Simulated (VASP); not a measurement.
Here is a VASP 6.6.1 calculation.

File INCAR:

```
SYSTEM = Al
PREC = Accurate ; ENCUT = 600
EDIFF = 1E-6 ; ISMEAR = 0
SIGMA = 0.1 ; LREAL = .FALSE.
LASPH = .TRUE. ; NELM = 80
ALGO = Fast ; ISIF = 3
LWAVE = .FALSE. ; LCHARG = .FALSE.
GGA = PE ; IBRION = 2
NSW = 90 ; EDIFFG = -0.04
```

The input KPOINTS:

```
regular mesh
0
G
  6 6 6
  0 0 0
```

POSCAR

```
Al
1.0
    4.6316180500      0.0000000000      0.0000000000
   -2.3158090300      4.0110988900      0.0000000000
    0.0000000000      0.0000000000      3.0364309500
Al
3
Direct
    0.5000000000      0.5000000000      0.3333333300
    0.5000000000      0.0000000000      0.0000000000
    0.0000000000      0.5000000000      0.6666666700
```

Potentials or basis: VASP PAW PBE potentials, release 64 (Al).

Command:

```bash
$ cat potpaw_PBE.64/Al/POTCAR > POTCAR
$ mpirun -np 1 vasp_std > vasp.out
```

Task: Predict the space group after relaxing (to 0.05 Å).

Result: P6_222 (No. 180).

Task: Estimate the relaxed cell.

Result: a = 5.046 Å, b = 5.046 Å, c = 2.838 Å, α = 90.00°, β = 90.00°, γ = 120.00°.

Task: Estimate the relaxed volume.

Result: 20.86 Å³/atom.

Stress tensor (GPa, compression positive):
```
 0.03  0.00  0.00
 0.00  0.03  0.00
 0.00  0.00 -0.24
```
